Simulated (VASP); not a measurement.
# ScTaN (P-3m1) in VASP: a series of runs, part 3 of 3

VASP 6.6.1. Earlier steps stand in the parts before.

## 6. Single point, PBEsol, non-collinear spin, zero start, spin-orbit coupling

The input, INCAR:

```
SYSTEM = ScTaN
ALGO = Fast ; EDIFF = 1E-6
ENCUT = 520 ; GGA = PS
GGA_COMPAT = .False. ; ISIF = 2
ISMEAR = -1 ; LASPH = .True.
LCHARG = .False. ; LMAXMIX = 4
LORBIT = 11 ; LORBMOM = .True.
LREAL = .False. ; LSORBIT = .True.
LWAVE = .False. ; MAGMOM = 0 0 0 0 0 0 0 0 0 0 0 0 0 0 0 0 0 0
NBANDS = 70 ; NELM = 150
PREC = Accurate ; SIGMA = 0.05
```

The input, KPOINTS:

```
k-points
0
Gamma
  10 10 3
  0 0 0
```

The input, POSCAR:

```
ScTaN
1.0
    3.0850655424      0.0000000000      0.0000000000
   -1.5425327712      2.6717451321      0.0000000000
    0.0000000000      0.0000000000     10.3401360000
Ta Sc N
2 2 2
Direct
    0.3333333333      0.6666666667      0.2456310000
    0.6666666667      0.3333333333      0.7543690000
    0.0000000000      0.0000000000      0.0000000000
    0.0000000000      0.0000000000      0.5000000000
    0.3333333333      0.6666666667      0.6298410000
    0.6666666667      0.3333333333      0.3701590000
```

Potentials or basis: VASP PAW PBE potentials, release 64 (Ta_pv, Sc_sv, N).

Run with:

```sh
$ cat potpaw_PBE.64/Ta_pv/POTCAR potpaw_PBE.64/Sc_sv/POTCAR potpaw_PBE.64/N/POTCAR > POTCAR
$ mpirun -np 1 vasp_ncl > vasp.out
```

OUTCAR:

```text
SYSTEM = ScTaN
   EDIFF = 1E-6
   ENCUT = 520
   GGA = PS
   ISIF = 2
   ISMEAR = -1
   LASPH = .True.
   LORBIT = 11
   LREAL = .False.
   LSORBIT = .True.
   NELM = 150
   PREC = Accurate

 ion  position               nearest neighbor table
   1  0.333  0.667  0.246-   6 2.20   6 2.20   6 2.20   3 3.10   3 3.10   3 3.10   4 3.18   4 3.18
                             4 3.18
   2  0.667  0.333  0.754-   5 2.20   5 2.20   5 2.20   3 3.10   3 3.10   3 3.10   4 3.18   4 3.18
                             4 3.18
   3  0.000  0.000  0.000-   1 3.10   2 3.10   2 3.10   1 3.10   2 3.10   1 3.10
   4  0.000  0.000  0.500-   5 2.23   6 2.23   6 2.23   5 2.23   6 2.23   5 2.23   1 3.18   2 3.18
                             1 3.18   2 3.18   2 3.18   1 3.18
   5  0.333  0.667  0.630-   2 2.20   2 2.20   2 2.20   4 2.23   4 2.23   4 2.23
   6  0.667  0.333  0.370-   1 2.20   1 2.20   1 2.20   4 2.23   4 2.23   4 2.23

  LATTYP: Found a hexagonal cell.
 ALAT       =     3.0850655424
 C/A-ratio  =     3.3516746591

  Lattice vectors:

 A1 = (   3.0850655424,   0.0000000000,   0.0000000000)
 A2 = (  -1.5425327712,   2.6717451321,   0.0000000000)
 A3 = (   0.0000000000,   0.0000000000,  10.3401360000)

Analysis of symmetry for initial positions (statically):
=====================================================================
 Subroutine PRICEL returns:
 Original cell was already a primitive cell.

 Routine SETGRP: Setting up the symmetry group for a
 hexagonal supercell.

 Subroutine GETGRP returns: Found 12 space group operations
 (whereof 12 operations were pure point group operations)
 out of a pool of 24 trial point group operations.

The static configuration has the point symmetry D_3d.

Analysis of symmetry for dynamics (positions and initial velocities):
=====================================================================
 Subroutine PRICEL returns:
 Original cell was already a primitive cell.

 Routine SETGRP: Setting up the symmetry group for a
 hexagonal supercell.
[... 1907 lines left out ...]

 orbital moment (z)

 # of ion     p       d       tot
 ----------------------------------------
  1        -0.000   0.000   0.000
  2         0.000   0.000   0.000
  3         0.000   0.000   0.000
  4         0.000   0.000   0.000
  5        -0.000   0.000  -0.000
  6        -0.000   0.000  -0.000
 ----------------------------------------
           -0.000   0.000   0.000

 Spin-Orbit-Coupling matrix elements

 Ion:    1  E_soc:     -1.3868695
 l=   1
     0.0000000    -0.2103440    -0.2080401
    -0.2103440     0.0000000    -0.2103440
    -0.2080401    -0.2103440     0.0000000
 l=   2
     0.0000000    -0.0034522     0.0000000    -0.0034522    -0.0166245
    -0.0034522     0.0000000    -0.0152291    -0.0038152    -0.0034522
     0.0000000    -0.0152291     0.0000000    -0.0152291     0.0000000
    -0.0034522    -0.0038152    -0.0152291     0.0000000    -0.0034522
    -0.0166245    -0.0034522     0.0000000    -0.0034522     0.0000000
 l=   3
     0.0000000     0.0000000     0.0000000     0.0000000     0.0000000     0.0000000     0.0000000
     0.0000000     0.0000000     0.0000000     0.0000000     0.0000000     0.0000000     0.0000000
     0.0000000     0.0000000     0.0000000     0.0000000     0.0000000     0.0000000     0.0000000
     0.0000000     0.0000000     0.0000000     0.0000000     0.0000000     0.0000000     0.0000000
[... 89 lines left out ...]
 l=   2
     0.0000000     0.0000000     0.0000000     0.0000000     0.0000000
     0.0000000     0.0000000     0.0000000     0.0000000     0.0000000
     0.0000000     0.0000000     0.0000000     0.0000000     0.0000000
     0.0000000     0.0000000     0.0000000     0.0000000     0.0000000
     0.0000000     0.0000000     0.0000000     0.0000000     0.0000000
 l=   3
     0.0000000     0.0000000     0.0000000     0.0000000     0.0000000     0.0000000     0.0000000
     0.0000000     0.0000000     0.0000000     0.0000000     0.0000000     0.0000000     0.0000000
     0.0000000     0.0000000     0.0000000     0.0000000     0.0000000     0.0000000     0.0000000
     0.0000000     0.0000000     0.0000000     0.0000000     0.0000000     0.0000000     0.0000000
     0.0000000     0.0000000     0.0000000     0.0000000     0.0000000     0.0000000     0.0000000
     0.0000000     0.0000000     0.0000000     0.0000000     0.0000000     0.0000000     0.0000000
     0.0000000     0.0000000     0.0000000     0.0000000     0.0000000     0.0000000     0.0000000

 total charge

# of ion       s       p       d       tot
------------------------------------------
    1        0.312   6.214   2.281   8.808
    2        0.312   6.214   2.281   8.808
    3        2.283   6.152   1.107   9.541
    4        2.200   6.252   1.277   9.729
    5        1.235   2.468   0.000   3.704
    6        1.235   2.468   0.000   3.704
--------------------------------------------------
tot          7.579  29.769   6.947  44.294

 magnetization (x)

# of ion       s       p       d       tot
------------------------------------------
    1        0.000  -0.000   0.000  -0.000
    2        0.000  -0.000   0.000   0.000
    3        0.000   0.000   0.000   0.000
    4        0.000   0.000   0.000   0.000
    5        0.000   0.000   0.000   0.000
    6        0.000   0.000   0.000   0.000
--------------------------------------------------
tot          0.000  -0.000   0.000   0.000

 magnetization (y)

# of ion       s       p       d       tot
------------------------------------------
    1        0.000   0.000   0.000   0.000
    2        0.000   0.000  -0.000  -0.000
    3        0.000   0.000   0.000   0.000
    4        0.000   0.000   0.000   0.000
    5        0.000  -0.000   0.000  -0.000
    6        0.000   0.000   0.000   0.000
--------------------------------------------------
tot          0.000   0.000   0.000   0.000

 magnetization (z)

# of ion       s       p       d       tot
------------------------------------------
    1        0.000   0.000   0.000   0.000
    2        0.000   0.000   0.000   0.000
    3        0.000  -0.000  -0.000  -0.000
    4        0.000   0.000   0.000   0.000
    5        0.000   0.000   0.000   0.000
    6        0.000   0.000   0.000   0.000
--------------------------------------------------
tot          0.000  -0.000  -0.000  -0.000
```

stdout:

```text
POSCAR found type information on POSCAR TaScN
 POSCAR found :  3 types and       6 ions
 scaLAPACK will be used
 -----------------------------------------------------------------------------
|                                                                             |
|                                                                             |
|     You enforced a specific xc type in the INCAR file but a different       |
|     I HOPE YOU KNOW WHAT YOU ARE DOING!                                     |
|                                                                             |
 -----------------------------------------------------------------------------

 LDA part: xc-table for (Slater+PW92), standard interpolation
 POSCAR, INCAR and KPOINTS ok, starting setup
 FFT: planning ... GRIDC
 FFT: planning ... GRID_SOFT
 FFT: planning ... GRID
 WAVECAR not read
 entering main loop
```

It took 16 min on 1 thread of Oxide Virtual Turin-like, shared host; peak memory 0.56 GiB.

Results:

| Property | Result |
| --- | --- |
| Free energy | -63.7102 eV |
| Pressure | -6.0 GPa |
| Largest force | 0.264 eV/Å |
| Net moment | 0.00 μB per cell |
| Valence electrons inside the program's atomic spheres | Ta 8.81; Sc 9.54, 9.73; N 3.70 |

Forces on the atoms (eV/Å):
```
Ta   0.000  0.000  0.264
Ta   0.000  0.000 -0.264
Sc   0.000  0.000  0.000
Sc   0.000  0.000  0.000
N    0.000  0.000  0.106
N    0.000  0.000 -0.106
```

Moments on the atoms (μB; x, y, z):
```
Ta  0.00 0.00 0.00
Ta  0.00 0.00 0.00
Sc  0.00 0.00 0.00
Sc  0.00 0.00 0.00
N   0.00 0.00 0.00
N   0.00 0.00 0.00
```

Caveat: the cell stands under tension; the PAW data sets were made with another functional, which shifts forces and pressure a little.

## 7. Summary

| task | level | spin | U | cell | cutoff (eV) | gap on the mesh (eV) | pressure (GPa) | largest force (eV/Å) |
| --- | --- | --- | --- | --- | --- | --- | --- | --- |
| single point | r2SCAN+U | off | Sc d U = 6.0 eV, Ta d U = 6.0 eV | a = 3.085, b = 3.085, c = 10.340 Å, angles 90.0, 90.0, 120.0°, 6 atoms | 520 | none | 18.2 | 0.74 |
| single point | r2SCAN+U | off | Sc d U = 8.0 eV, Ta d U = 8.0 eV | a = 3.085, b = 3.085, c = 10.340 Å, angles 90.0, 90.0, 120.0°, 6 atoms | 520 | none | 24.8 | 0.98 |
| single point | PBEsol | off | - | a = 3.053, b = 3.053, c = 10.211 Å, angles 90.0, 90.0, 120.0°, 6 atoms | 520 | none | 0.5 | 0.04 |
| relaxation of cell and atoms | PBEsol | off | - | relaxed from a = 3.085, b = 3.085, c = 10.340 Å, angles 90.0, 90.0, 120.0°, 6 atoms | 600 | none | 0.0 | 0.01 |
| single point | PBEsol | non-collinear, zero start, SOC | - | a = 3.085, b = 3.085, c = 10.340 Å, angles 90.0, 90.0, 120.0°, 6 atoms | 520 | - | -6.0 | 0.26 |

Alike in all rows: potentials or basis VASP PAW PBE potentials, release 64 (Ta_pv, Sc_sv, N); k mesh 10 × 10 × 3; smearing fermi-dirac 0.05 eV.

The pressure there spans -6.0 GPa (PBEsol) to 24.8 GPa (r2SCAN+U); a positive pressure means that this level wants a larger cell, a negative one a smaller.

Caveats: the PAW data sets were made with another functional, which shifts forces and pressure a little; spin-orbit coupling is left out, which moves the levels of the heavy elements (at least some runs); the cell stands under pressure (at least some runs); U without spin polarisation on a metal has little footing (at least some runs); the cell stands under tension (at least some runs).

Absolute energies hang on the potentials; compare differences alone.
